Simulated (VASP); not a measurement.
# HfMoC2 (R-3m) in VASP: single point with PBE

Aim: the single point of HfMoC2 with PBE.

All numbers are computed with VASP 6.6.1; they aren't measurements. Logs are shortened: lines on timing, memory, paths and dates and some standing lists are left out, and cuts for length are marked.

### 1 The cell of the first run

The structure is trigonal, space group R-3m (No. 166). The conventional cell has a = 3.172 Å, b = 3.172 Å, c = 15.626 Å, α = 90.00°, β = 90.00°, γ = 120.00°. Hf (site symmetry -3m) has 6 C at 2.28 Å within 3.0 Å. Within 2.9 Å of Mo (site symmetry -3m) lie 6 C at 2.21 Å. Within 2.9 Å of C (site symmetry 3m) lie 3 Mo at 2.21 Å and 3 Hf at 2.28 Å.

The cell was generated, and may not be a known phase.

### 2 Single point, PBE

Contents of INCAR:

```
SYSTEM = HfMoC2
PREC = Accurate
ENCUT = 520
EDIFF = 1E-6
ISMEAR = 0
SIGMA = 0.1
LREAL = .FALSE.
LASPH = .TRUE.
NELM = 100
ALGO = Normal
ISIF = 2
LWAVE = .FALSE.
LCHARG = .FALSE.
GGA = PE
NBANDS = 24
```

Contents of KPOINTS:

```
regular mesh
0
G
  18 18 18
  0 0 0
```

Contents of POSCAR:

```
HfMoC2
1.0
    1.5859400128      0.9156428933      5.2085780635
   -1.5859400128      0.9156428933      5.2085780635
    0.0000000000     -1.8312857866      5.2085780635
Hf Mo C
1 1 2
Direct
    0.0000000000      0.0000000000      0.0000000000
    0.5000000000      0.5000000000      0.5000000000
    0.2462898163      0.2462898163      0.2462898163
    0.7537101837      0.7537101837      0.7537101837
```

Potentials or basis: VASP PAW PBE potentials, release 64 (Hf_pv, Mo_sv, C).

Launch:

```sh
$ cat potpaw_PBE.64/Hf_pv/POTCAR potpaw_PBE.64/Mo_sv/POTCAR potpaw_PBE.64/C/POTCAR > POTCAR
$ mpirun -np 1 vasp_std > vasp.out
```

OUTCAR:

```text
SYSTEM = HfMoC2
   PREC = Accurate
   ENCUT = 520
   EDIFF = 1E-6
   ISMEAR = 0
   LREAL = .FALSE.
   LASPH = .TRUE.
   NELM = 100
   ISIF = 2
   GGA = PE

 ion  position               nearest neighbor table
   1  0.000  0.000  0.000-   4 2.28   3 2.28   4 2.28   4 2.28   3 2.28   3 2.28   2 3.18   2 3.18
                             2 3.18   2 3.18   2 3.18   2 3.18
   2  0.500  0.500  0.500-   3 2.21   4 2.21   3 2.21   3 2.21   4 2.21   4 2.21   1 3.18   1 3.18
                             1 3.18   1 3.18   1 3.18   1 3.18
   3  0.246  0.246  0.246-   2 2.21   2 2.21   2 2.21   1 2.28   1 2.28   1 2.28
   4  0.754  0.754  0.754-   2 2.21   2 2.21   2 2.21   1 2.28   1 2.28   1 2.28

  LATTYP: Found a trigonal (rhomboedric) cell.
 ALAT       =     5.5211315032
 COS(alpha) =     0.8349759179

  Lattice vectors:

 A1 = (   1.5859400128,   0.9156428933,   5.2085780635)
 A2 = (  -1.5859400128,   0.9156428933,   5.2085780635)
 A3 = (   0.0000000000,  -1.8312857866,   5.2085780635)

Analysis of symmetry for initial positions (statically):
=====================================================================
 Subroutine PRICEL returns:
 Original cell was already a primitive cell.

 Routine SETGRP: Setting up the symmetry group for a
 trigonal (rhombohedral) supercell.

 Subroutine GETGRP returns: Found 12 space group operations
 (whereof 12 operations were pure point group operations)
 out of a pool of 12 trial point group operations.

The static configuration has the point symmetry D_3d.

Analysis of symmetry for dynamics (positions and initial velocities):
=====================================================================
 Subroutine PRICEL returns:
 Original cell was already a primitive cell.

 Routine SETGRP: Setting up the symmetry group for a
 trigonal (rhombohedral) supercell.

 Subroutine GETGRP returns: Found 12 space group operations
 (whereof 12 operations were pure point group operations)
 out of a pool of 12 trial point group operations.

The dynamic configuration has the point symmetry D_3d.

 Subroutine INISYM returns: Found 12 space group operations
 (whereof 12 operations are pure point group operations),
 and found     1 'primitive' translations

----------------------------------------------------------------------------------------

                                     Primitive cell

  volume of cell :      45.3820

  direct lattice vectors                    reciprocal lattice vectors
     1.585940013  0.915642893  5.208578064     0.315270436  0.182021471  0.063996993
    -1.585940013  0.915642893  5.208578064    -0.315270436  0.182021471  0.063996993
     0.000000000 -1.831285787  5.208578064     0.000000000 -0.364042943  0.063996993

  length of vectors
     5.521131503  5.521131503  5.521131503     0.369625323  0.369625323  0.369625323

  position of ions in fractional coordinates (direct lattice)
     0.000000000  0.000000000  0.000000000
     0.500000000  0.500000000  0.500000000
     0.246289816  0.246289816  0.246289816
     0.753710184  0.753710184  0.753710184

  ion indices of the primitive-cell ions
   primitive index   ion index
                 1           1
                 2           2
                 3           3
                 4           4

----------------------------------------------------------------------------------------

 KPOINTS: regular mesh

Automatic generation of k-mesh.
 Grid dimensions read from file:
 generate k-points for:   18   18   18

 Generating k-lattice:

  Cartesian coordinates                     Fractional coordinates (reciprocal lattice)
     0.017515024  0.010112304  0.003555388     0.055555556 -0.000000000  0.000000000
    -0.017515024  0.010112304  0.003555388    -0.000000000  0.055555556  0.000000000
     0.000000000 -0.020224608  0.003555388     0.000000000  0.000000000  0.055555556

  Length of vectors
     0.020534740  0.020534740  0.020534740

  Shift w.r.t. Gamma in fractional coordinates (k-lattice)
     0.000000000  0.000000000  0.000000000

 Subroutine IBZKPT returns following result:
 ===========================================

 Found    580 irreducible k-points:

 Following reciprocal coordinates:
            Coordinates               Weight
  0.000000  0.000000  0.000000      1.000000
  0.055556  0.000000 -0.000000      6.000000
  0.111111  0.000000 -0.000000      6.000000
  0.166667  0.000000 -0.000000      6.000000
  0.222222  0.000000  0.000000      6.000000
  0.277778  0.000000  0.000000      6.000000
[... 16 lines left out ...]
 -0.277778  0.055556  0.000000     12.000000
 -0.222222  0.055556  0.000000     12.000000
 [... further k-points ...]
   k-points           NKPTS =    580   k-points in BZ     NKDIM =    580   number of bands    NBANDS=     24
   number of dos      NEDOS =    301   number of ions     NIONS =      4
   total plane-waves  NPLWV =  74088
   dimension x,y,z NGX =    42 NGY =   42 NGZ =   42
   dimension x,y,z NGXF=    84 NGYF=   84 NGZF=   84
   ions per type =               1   1   2
   NGX,Y,Z   is equivalent  to a cutoff of  12.65, 12.65, 12.65 a.u.
   NGXF,Y,Z  is equivalent  to a cutoff of  25.29, 25.29, 25.29 a.u.
 SYSTEM =  HfMoC2
   PREC   = accura    normal or accurate (medium, high low for compatibility)
   ISTART =      0    job   : 0-new  1-cont  2-samecut
   ICHARG =      2    charge: 1-file 2-atom 10-const
   ISPIN  =      1    spin polarized calculation?
   LNONCOLLINEAR =      F non collinear calculations
   LSORBIT =      F    spin-orbit coupling
   LASPH  =      T    aspherical Exc in radial PAW
   ENCUT  =  520.0 eV  38.22 Ry    6.18 a.u.  10.27 10.27 10.27*2*pi/ulx,y,z
   NELM   =    100;   NELMIN=  2; NELMDL= -5     # of ELM steps
   EDIFF  = 0.1E-05   stopping-criterion for ELM
   LREAL  =      F    real-space projection
   EDIFFG = 0.1E-04   stopping-criterion for IOM
   NSW    =      0    number of steps for IOM
   IBRION =     -1    ionic relax: 0-MD 1-quasi-New 2-CG
   NFREE  =      0    steps in history (QN), initial steepest desc. (CG)
   ISIF   =      2    stress and relaxation
   ISYM   =      2    0-nonsym 1-usesym 2-fastsym
   POTIM  = 0.5000    time-step for ionic-motion
   TEBEG  =    0.0;   TEEND  =   0.0 temperature during run
   PSTRESS=    0.0 pullay stress
   NELECT =      32.0000    total number of electrons
   NUPDOWN=      -1.0000    fix difference up-down
   EMIN   =  10.00;   EMAX   =-10.00  energy-range for DOS
   EFERMI =   0.00;   METHOD = LEGACY
   ISMEAR =     0;   SIGMA  =   0.10  broadening in eV -4-tet -1-fermi 0-gaus
   EFERMI_NEDOS =   21; number of points for ismear=-14 and -15
   IALGO  =     38    algorithm
   IMIX   =      4    mixing-type and parameters
     AMIX     =   0.40;   BMIX     =  1.00
     AMIX_MAG =   1.60;   BMIX_MAG =  1.00
  volume/ion in A,a.u.               =      11.35        76.56
  Fermi-wavevector in a.u.,A,eV,Ry     =   1.457126  2.753569 28.888103  2.123216
  Thomas-Fermi vector in A             =   2.573964
   LORBIT       =      0    0 simple, 1 ext, 2 COOP (PROOUT), +10 PAW based schemes
   GGA     = PE    functional components
   LHFCALC =     F    Hartree Fock is set to
   AEXX    =    0.0000 exact exchange contribution
   IVDW    =     0    specifies the selected vdW correction
   LEPSILON=     F    determine dielectric tensor
   LRPA    =     F    only Hartree local field effects (RPA)
 non-spin polarized calculation
 Gauss-broadening in eV      SIGMA  =   0.10
  energy-cutoff  :      520.00
  volume of cell :       45.38
 maximum number of plane-waves:      1238
 NGX is ok and might be reduce to    42
   NGX = 21   NGY = 21   NGZ = 21

 number of electron      32.0000001 magnetization

 Free energy of the ion-electron system (eV)
  ---------------------------------------------------
  ext. energy  EPLUGINS =         0.00000000
  ---------------------------------------------------
  free energy    TOTEN  =       -41.10740759 eV

  energy without entropy =      -41.10092910  energy(sigma->0) =      -41.10416834

 E-fermi :   9.5417     XC(G=0): -12.9455

 val. band max:        9.5406050232   @ k =  -0.3889   0.2778   0.0556
 cond. band min:       9.5433152939   @ k =  -0.1111  -0.4444   0.0556
 fundamental gap:      0.0027102707
 Fermi energy:         9.5417374575

 k-point     1 :       0.0000    0.0000    0.0000
  band No.  band energies     occupation
      1     -52.3791      2.00000
      2     -26.4347      2.00000
      3     -26.3288      2.00000
      4     -26.3288      2.00000
      5     -21.1489      2.00000
      6     -20.6815      2.00000
[... 16 lines left out ...]
     23      13.6161      0.00000
     24      15.5709      0.00000

 k-point     2 :       0.0556    0.0000   -0.0000
  band No.  band energies     occupation
      1     -52.3779      2.00000
      2     -26.4322      2.00000
      3     -26.3408      2.00000
      4     -26.3316      2.00000
      5     -21.1456      2.00000
      6     -20.7047      2.00000
[... 16 lines left out ...]
     23      13.5477      0.00000
     24      15.8719      0.00000

 k-point     3 :       0.1111    0.0000   -0.0000
  band No.  band energies     occupation
      1     -52.3745      2.00000
      2     -26.4249      2.00000
      3     -26.3753      2.00000
      4     -26.3395      2.00000
      5     -21.1361      2.00000
      6     -20.7711      2.00000
[... 16 lines left out ...]
     23      13.4279      0.00000
     24      16.5503      0.00000
[... 514 lines left out ...]
 k-point    23 :      -0.2778    0.0556    0.0000
  band No.  band energies     occupation
      1     -52.3522      2.00000
      2     -26.5914      2.00000
      3     -26.3953      2.00000
      4     -26.3773      2.00000
      5     -21.1773      2.00000
      6     -21.0706      2.00000
[... 16 lines left out ...]
     23      14.7003      0.00000
     24      17.2637      0.00000

 k-point    24 :      -0.2222    0.0556    0.0000
  band No.  band energies     occupation
      1     -52.3588      2.00000
      2     -26.5278      2.00000
      3     -26.3917      2.00000
      4     -26.3788      2.00000
      5     -21.0919      2.00000
      6     -21.0577      2.00000
[... 16 lines left out ...]
     23      14.5772      0.00000
     24      17.1276      0.00000

 [... further k-points ...]

------------------------ aborting loop because EDIFF is reached ----------------------------------------

  FORCE on cell =-STRESS in cart. coord.  units (eV):
  Direction    XX          YY          ZZ          XY          YZ          ZX
  --------------------------------------------------------------------------------------
  -------------------------------------------------------------------------------------
  Total       -0.0981476     -0.0981476     -0.1084676      0.0000000     -0.0000000      0.0000000
  in kB       -3.4650280     -3.4650280     -3.8293681      0.0000000     -0.0000000      0.0000000
  external PRESSURE =      -3.5864747 kB  Pullay stress =       0.0000000 kB

 VOLUME and BASIS-vectors are now :
 -----------------------------------------------------------------------------
  energy-cutoff  :      520.00
  volume of cell :       45.38
      direct lattice vectors                 reciprocal lattice vectors
     1.585940013  0.915642893  5.208578064     0.315270436  0.182021471  0.063996993
    -1.585940013  0.915642893  5.208578064    -0.315270436  0.182021471  0.063996993
     0.000000000 -1.831285787  5.208578064     0.000000000 -0.364042943  0.063996993

 POSITION                                       TOTAL-FORCE (eV/Angst)
 -----------------------------------------------------------------------------------
      0.00000      0.00000      0.00000         0.000000     -0.000000     -0.000000
      0.00000      0.00000      7.81287        -0.000000      0.000000     -0.000000
      0.00000      0.00000      3.84846         0.000000     -0.000000      0.041212
      0.00000      0.00000     11.77727         0.000000      0.000000     -0.041212
 -----------------------------------------------------------------------------------
    total drift:                               -0.000000     -0.000000     -0.000000

  FREE ENERGIE OF THE ION-ELECTRON SYSTEM (eV)
  ---------------------------------------------------
  free  energy   TOTEN  =       -41.1074075895 eV

  energy  without entropy=      -41.1009290987  energy(sigma->0) =      -41.10416834
```

Wall time 42 min (1 thread of Intel Xeon 8259CL, shared host); peak memory 0.78 GiB.

Results:

* Free energy: -41.1074 eV
* Pressure: -0.4 GPa
* Largest force: 0.041 eV/Å
* Band gap on the k mesh: zero (bands 16 and 17 overlap by 1.44 eV)

Forces in eV/Å, atoms in the order of the input:
```
Hf   0.000  0.000  0.000
Mo   0.000  0.000  0.000
C    0.000  0.000  0.041
C    0.000  0.000 -0.041
```

Levels at points of the mesh, in eV from the Fermi level:
```
           k point  band 12  band 13  band 14  band 15  band 16  band 17  band 18  band 19  band 20  band 21
(0.00, 0.00, 0.00)    -4.96    -1.32    -1.32    -1.07    -0.01     0.02     0.02     0.86     0.86     3.46
(0.50, 0.00, 0.00)    -4.37    -4.13    -4.01    -2.98    -0.67     0.72     0.99     1.97     4.94     5.70
(0.50, 0.50, 0.00)    -4.88    -3.85    -3.74    -1.20    -1.19     0.93     1.59     2.62     3.12     5.66
(0.50, 0.50, 0.50)    -4.30    -4.19    -2.67    -2.67    -0.78    -0.78     0.92     2.06     2.36     2.36
```

Caveat: spin-orbit coupling is left out, which moves the levels of the heavy elements.
